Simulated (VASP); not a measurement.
# Co (P6_3/mmc) in VASP: settings compared, part 3 of 3

VASP 6.6.1.

## Step 5: Single point, RPBE, collinear spin, ferromagnetic start

This run uses another cell than the first one, of 10.05 Å³/atom, 0.940 times its volume.

INCAR reads:

```
PREC = Accurate
ENCUT = 520
EDIFF = 1E-7
ISMEAR = -1
SIGMA = 0.05
LREAL = F
LASPH = T
NELM = 150
ALGO = Normal
ISIF = 2
LWAVE = F
LCHARG = T
ISPIN = 2
MAGMOM = 2 2 2 2
LORBIT = 11
LMAXMIX = 4
GGA = RP
LELF = T
LVHAR = T
NBANDS = 30
```

KPOINTS reads:

```
Automatic mesh
0
Gamma
  12 12 4
```

POSCAR reads:

```
Co
1.0
    2.4201280013      0.0000000000      0.0000000000
   -1.2100640007      2.0958923296      0.0000000000
    0.0000000000      0.0000000000      7.9231214745
Co
4
Direct
    0.6666666667      0.3333333333      0.7500000000
    0.0000000000      0.0000000000      0.5000000000
    0.3333333333      0.6666666667      0.2500000000
    0.0000000000      0.0000000000      0.0000000000
```

Potentials or basis: VASP PAW PBE potentials, release 64 (Co).

The run is started by

```bash
> cat potpaw_PBE.64/Co/POTCAR > POTCAR
> mpirun -np 1 vasp_std > vasp.out
```

OUTCAR:

```text
PREC = Accurate
   ENCUT = 520
   EDIFF = 1E-7
   ISMEAR = -1
   LREAL = F
   LASPH = T
   NELM = 150
   ISIF = 2
   ISPIN = 2
   LORBIT = 11
   GGA = RP

 ion  position               nearest neighbor table
   1  0.667  0.333  0.750-   2 2.42   4 2.42   2 2.42   4 2.42   2 2.42   4 2.42
   2  0.000  0.000  0.500-   1 2.42   3 2.42   1 2.42   3 2.42   1 2.42   3 2.42
   3  0.333  0.667  0.250-   2 2.42   4 2.42   2 2.42   4 2.42   2 2.42   4 2.42
   4  0.000  0.000  0.000-   1 2.42   3 2.42   1 2.42   3 2.42   1 2.42   3 2.42

  LATTYP: Found a hexagonal cell.
 ALAT       =     2.4201280013
 C/A-ratio  =     3.2738439745

  Lattice vectors:

 A1 = (   2.4201280013,   0.0000000000,   0.0000000000)
 A2 = (  -1.2100640007,   2.0958923296,   0.0000000000)
 A3 = (   0.0000000000,   0.0000000000,   7.9231214745)

Analysis of symmetry for initial positions (statically):
=====================================================================
 Subroutine PRICEL returns:
 Original cell was already a primitive cell.

 Routine SETGRP: Setting up the symmetry group for a
 hexagonal supercell.

 Subroutine GETGRP returns: Found 24 space group operations
 (whereof 12 operations were pure point group operations)
 out of a pool of 24 trial point group operations.

The static configuration has the point symmetry D_3d.
 The point group associated with its full space group is D_6h.

Analysis of symmetry for dynamics (positions and initial velocities):
=====================================================================
 Subroutine PRICEL returns:
 Original cell was already a primitive cell.

 Routine SETGRP: Setting up the symmetry group for a
 hexagonal supercell.

 Subroutine GETGRP returns: Found 24 space group operations
 (whereof 12 operations were pure point group operations)
 out of a pool of 24 trial point group operations.

The dynamic configuration has the point symmetry D_3d.
 The point group associated with its full space group is D_6h.

Analysis of structural, dynamic, and magnetic symmetry:
=====================================================================
 Subroutine PRICEL returns:
 Original cell was already a primitive cell.

 Routine SETGRP: Setting up the symmetry group for a
 hexagonal supercell.

 Subroutine GETGRP returns: Found 24 space group operations
 (whereof 12 operations were pure point group operations)
 out of a pool of 24 trial point group operations.

The overall configuration has the point symmetry D_3d.
 The point group associated with its full space group is D_6h.

 Subroutine INISYM returns: Found 24 space group operations
 (whereof 12 operations are pure point group operations),
 and found     1 'primitive' translations

----------------------------------------------------------------------------------------

                                     Primitive cell

  volume of cell :      40.1887

  direct lattice vectors                    reciprocal lattice vectors
     2.420128001  0.000000000  0.000000000     0.413201285  0.238561873  0.000000000
    -1.210064001  2.095892330  0.000000000     0.000000000  0.477123746  0.000000000
     0.000000000  0.000000000  7.923121475     0.000000000  0.000000000  0.126212883

  length of vectors
     2.420128001  2.420128001  7.923121475     0.477123746  0.477123746  0.126212883
[... 78 lines left out ...]
   ICHARG =      2    charge: 1-file 2-atom 10-const
   ISPIN  =      2    spin polarized calculation?
   LNONCOLLINEAR =      F non collinear calculations
   LSORBIT =      F    spin-orbit coupling
   LASPH  =      T    aspherical Exc in radial PAW
   ENCUT  =  520.0 eV  38.22 Ry    6.18 a.u.   4.50  4.50 14.73*2*pi/ulx,y,z
   NELM   =    150;   NELMIN=  2; NELMDL= -5     # of ELM steps
   EDIFF  = 0.1E-06   stopping-criterion for ELM
   LREAL  =      F    real-space projection
   EDIFFG = 0.1E-05   stopping-criterion for IOM
   NSW    =      0    number of steps for IOM
   IBRION =     -1    ionic relax: 0-MD 1-quasi-New 2-CG
   NFREE  =      0    steps in history (QN), initial steepest desc. (CG)
   ISIF   =      2    stress and relaxation
   ISYM   =      2    0-nonsym 1-usesym 2-fastsym
   POTIM  = 0.5000    time-step for ionic-motion
   TEBEG  =    0.0;   TEEND  =   0.0 temperature during run
   PSTRESS=    0.0 pullay stress
   NELECT =      36.0000    total number of electrons
   NUPDOWN=      -1.0000    fix difference up-down
   EMIN   =  10.00;   EMAX   =-10.00  energy-range for DOS
   EFERMI =   0.00;   METHOD = LEGACY
   ISMEAR =    -1;   SIGMA  =   0.05  broadening in eV -4-tet -1-fermi 0-gaus
   EFERMI_NEDOS =   21; number of points for ismear=-14 and -15
   IALGO  =     38    algorithm
   IMIX   =      4    mixing-type and parameters
     AMIX     =   0.40;   BMIX     =  1.00
     AMIX_MAG =   1.60;   BMIX_MAG =  1.00
  volume/ion in A,a.u.               =      10.05        67.80
  Fermi-wavevector in a.u.,A,eV,Ry     =   1.578124  2.982222 33.884974  2.490475
  Thomas-Fermi vector in A             =   2.678702
   LORBIT       =     11    0 simple, 1 ext, 2 COOP (PROOUT), +10 PAW based schemes
   GGA     = RP    functional components
   LHFCALC =     F    Hartree Fock is set to
   AEXX    =    0.0000 exact exchange contribution
   IVDW    =     0    specifies the selected vdW correction
   LEPSILON=     F    determine dielectric tensor
   LRPA    =     F    only Hartree local field effects (RPA)
 spin polarized calculation
  energy-cutoff  :      520.00
  volume of cell :       40.19
 maximum number of plane-waves:      1110
 NGX is ok and might be reduce to    18
   NGX =  9   NGY =  9   NGZ = 29

 number of electron      35.9999975 magnetization       6.3109472

 Free energy of the ion-electron system (eV)
  ---------------------------------------------------
  ext. energy  EPLUGINS =         0.00000000
  ---------------------------------------------------
  free energy    TOTEN  =       -25.71559382 eV

  energy without entropy =      -25.68122323  energy(sigma->0) =      -25.69840852

 E-fermi :  11.5926     XC(G=0): -13.7574

 val. band max:       11.5831428853   @ k =   0.2500   0.1667   0.2500
 cond. band min:      11.5962695177   @ k =   0.0833  -0.0000   0.2500
 fundamental gap:      0.0131266324
 Fermi energy:        11.5925785999

 spin component 1

 k-point     1 :       0.0000    0.0000    0.0000
  band No.  band energies     occupation
      1       2.1762      1.00000
      2       4.4790      1.00000
      3       4.5045      1.00000
      4       6.0225      1.00000
      5       8.3757      1.00000
      6       8.4126      1.00000
[... 781 lines left out ...]
     29      27.0865      0.00000
     30      27.9548      0.00000

 [... further k-points ...]

 spin component 2

 k-point     1 :       0.0000    0.0000    0.0000
  band No.  band energies     occupation
      1       2.1517      1.00000
      2       4.5446      1.00000
      3       4.5473      1.00000
      4       6.9147      1.00000
      5       9.6763      1.00000
      6       9.7409      1.00000
[... 781 lines left out ...]
     29      27.4278      0.00000
     30      28.3274      0.00000

 [... further k-points ...]
[... 5 lines left out ...]
  --------------------------------------------------------------------------------------
  -------------------------------------------------------------------------------------
  Total        6.8649043      6.8649043      5.8498683     -0.0000000     -0.0000000      0.0000000
  in kB      273.6789853    273.6789853    233.2131609     -0.0000000     -0.0000000      0.0000000
  external PRESSURE =     260.1903771 kB  Pullay stress =       0.0000000 kB

 VOLUME and BASIS-vectors are now :
 -----------------------------------------------------------------------------
  energy-cutoff  :      520.00
  volume of cell :       40.19
      direct lattice vectors                 reciprocal lattice vectors
     2.420128001  0.000000000  0.000000000     0.413201285  0.238561873  0.000000000
    -1.210064001  2.095892330  0.000000000     0.000000000  0.477123746  0.000000000
     0.000000000  0.000000000  7.923121475     0.000000000  0.000000000  0.126212883

 POSITION                                       TOTAL-FORCE (eV/Angst)
 -----------------------------------------------------------------------------------
      1.21006      0.69863      5.94234        -0.000000      0.000000      0.000000
      0.00000      0.00000      3.96156        -0.000000      0.000000     -0.000000
     -0.00000      1.39726      1.98078         0.000000     -0.000000     -0.000000
      0.00000      0.00000      0.00000        -0.000000      0.000000     -0.000000
 -----------------------------------------------------------------------------------
    total drift:                                0.000000     -0.000000      0.000000

  FREE ENERGIE OF THE ION-ELECTRON SYSTEM (eV)
  ---------------------------------------------------
  free  energy   TOTEN  =       -25.7155938199 eV

  energy  without entropy=      -25.6812232275  energy(sigma->0) =      -25.69840852

 total charge

# of ion       s       p       d       tot
------------------------------------------
    1        0.526   0.598   7.310   8.434
    2        0.526   0.593   7.319   8.439
    3        0.526   0.598   7.310   8.434
    4        0.526   0.593   7.319   8.439
--------------------------------------------------
tot          2.105   2.382  29.259  33.745

 magnetization (x)

# of ion       s       p       d       tot
------------------------------------------
    1       -0.015  -0.057   1.667   1.594
    2       -0.016  -0.054   1.643   1.572
    3       -0.015  -0.057   1.667   1.594
    4       -0.016  -0.054   1.643   1.572
--------------------------------------------------
tot         -0.063  -0.223   6.619   6.333
```

stdout:

```text
POSCAR found type information on POSCAR Co
 POSCAR found :  1 types and       4 ions
 scaLAPACK will be used
 -----------------------------------------------------------------------------
|                                                                             |
|                                                                             |
|     You enforced a specific xc type in the INCAR file but a different       |
|     I HOPE YOU KNOW WHAT YOU ARE DOING!                                     |
|                                                                             |
 -----------------------------------------------------------------------------

 LDA part: xc-table for (Slater+PW92), standard interpolation
 POSCAR, INCAR and KPOINTS ok, starting setup
 FFT: planning ... GRIDC
 FFT: planning ... GRID_SOFT
 FFT: planning ... GRID
 WAVECAR not read
 entering main loop
```

It took 74 s on 1 thread of Intel Xeon 6975P-C (Granite Rapids), shared host; peak memory 0.22 GiB.

Results:

| Property | Result |
| --- | --- |
| Free energy | -25.7156 eV |
| Pressure | 26.0 GPa |
| Net moment | 6.31 μB per cell |
| Site moments | Co +1.59, +1.57 μB |
| Valence electrons inside the program's atomic spheres | Co 8.43, 8.44 |

Caveat: the PAW data sets were made with another functional, which shifts forces and pressure a little.

## Step 6: Overview

| level | cell | gap on the mesh (eV) | pressure (GPa) | moment (μB) |
| --- | --- | --- | --- | --- |
| PBE | a = 2.471, b = 2.471, c = 8.088 Å, angles 90.0, 90.0, 120.0°, 4 atoms | none | 3.7 | 6.57 |
| SVWN5 | a = 2.426, b = 2.426, c = 7.863 Å, angles 90.0, 90.0, 120.0°, 4 atoms | none | -3.3 | 5.46 |
| PBE+D4 | a = 2.420, b = 2.420, c = 7.923 Å, angles 90.0, 90.0, 120.0°, 4 atoms | none | 12.5 | 6.23 |
| RPBE | a = 2.420, b = 2.420, c = 7.923 Å, angles 90.0, 90.0, 120.0°, 4 atoms | none | 26.0 | 6.31 |

Alike in all rows: task single point; potentials or basis VASP PAW PBE potentials, release 64 (Co); spin collinear, ferromagnetic start; k mesh 12 × 12 × 4; cutoff (eV) 520; smearing fermi-dirac 0.05 eV.

Caveats: the PAW data sets were made with another functional, which shifts forces and pressure a little (some runs); pairwise dispersion overbinds metals, which lowers pressure and volume (some runs).

Total energies depend on the potentials used, so only differences within one code and one set of settings carry meaning.
